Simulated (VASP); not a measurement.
A run of VASP 6.6.1:

INCAR

```
SYSTEM = Rh
  ALGO = Normal
  EDIFF = 1E-6
  ENCUT = 520
  GGA = PE
  ISIF = 2
  ISMEAR = 0
  LASPH = .True.
  LCHARG = .True.
  LELF = .True.
  LREAL = .False.
  LVHAR = .True.
  LWAVE = .False.
  NBANDS = 22
  NELM = 60
  PREC = Accurate
  SIGMA = 0.1
```

File KPOINTS:

```
k-points
0
Gamma
  18 18 10
  0 0 0
```

POSCAR

```
Rh
1.0
    2.6382518545      0.0000000000      0.0000000000
   -1.3191259272      2.2847931276      0.0000000000
    0.0000000000      0.0000000000      4.2562653938
Rh
2
Direct
    0.6666666667      0.3333333333      0.7500000000
    0.3333333333      0.6666666667      0.2500000000
```

Potentials or basis: VASP PAW PBE potentials, release 64 (Rh_pv).

Launch:

```console
$ cat potpaw_PBE.64/Rh_pv/POTCAR > POTCAR
$ mpirun -np 1 vasp_std > vasp.out
```

Hardware: 1 thread of Intel Xeon 8259CL, on a shared host.

Question: How long does it take, and how much memory?

Answer: Run time: 2.2 min on 1 thread of Intel Xeon 8259CL, on a shared host, peak memory 0.21 GiB. Counts: scf iterations 11, k points 222.
